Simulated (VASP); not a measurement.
Wanted: the native input for a VASP 6.6.1 run.

```yaml
Task: single point
Functional: r2SCAN
Potentials_or_basis: VASP PAW PBE potentials, release 64 (Au)
Cutoff: 520 eV
k_mesh: 10 × 10 × 10
Occupations: fermi-dirac, width 0.1 eV
Spin: no spin polarisation
Dipole_correction: no
Further_INCAR_settings: ALGO = Normal; EDIFF = 1e-06; NBANDS = 18
```

Crystal: Au.

```
CELL_PARAMETERS angstrom
0.00000 3.15330 3.15330
3.15330 0.00000 3.15330
3.15330 3.15330 0.00000
ATOMIC_POSITIONS crystal
Au 0.12500 0.12500 0.12500
Au 0.87500 0.87500 0.87500
```

This isn't the form of Au at room conditions, which is fcc.

These files were run (other wordings do the same):

POSCAR

```
Au
1.0
    0.0000000000      3.1533044571      3.1533044571
    3.1533044571      0.0000000000      3.1533044571
    3.1533044571      3.1533044571      0.0000000000
Au
2
Direct
    0.1250000000      0.1250000000      0.1250000000
    0.8750000000      0.8750000000      0.8750000000
```

INCAR.step1

```
SYSTEM = Au
PREC = Accurate
ENCUT = 520
ISMEAR = -1
SIGMA = 0.1
LREAL = .False.
LASPH = .True.
NELM = 80
NBANDS = 18
GGA = PE
ALGO = Normal
EDIFF = 1E-4
LWAVE = .True.
LCHARG = .False.
```

INCAR.step2

```
SYSTEM = Au
PREC = Accurate
ENCUT = 520
EDIFF = 1E-6
ISMEAR = -1
SIGMA = 0.1
LREAL = .False.
LASPH = .True.
NELM = 80
ALGO = Normal
ISIF = 2
LWAVE = .False.
LCHARG = .False.
METAGGA = R2SCAN
LMIXTAU = .True.
NBANDS = 18
ISTART = 1
```

KPOINTS

```
regular mesh
0
Gamma
  10 10 10
  0 0 0
```

Potentials or basis: VASP PAW PBE potentials, release 64 (Au).

The run is started by

```sh
$ cat potpaw_PBE.64/Au/POTCAR > POTCAR
$ cp INCAR.step1 INCAR
$ mpirun -np 1 vasp_std > vasp.out
$ cp INCAR.step2 INCAR
$ mpirun -np 1 vasp_std > vasp.out
```

It gave:

```json
{
 "Pressure": "-5.2 GPa",
 "Band gap on the k mesh": "zero (bands 11 and 12 overlap by 0.72 eV)"
}
```

Caveat: the cell stands under tension; the PAW data sets were made with another functional, which shifts forces and pressure a little; spin-orbit coupling is left out, which moves the levels of the heavy elements.

Wall time 8.6 min on 1 thread of AMD EPYC 7571 (shared host), peak memory 0.2 GiB.
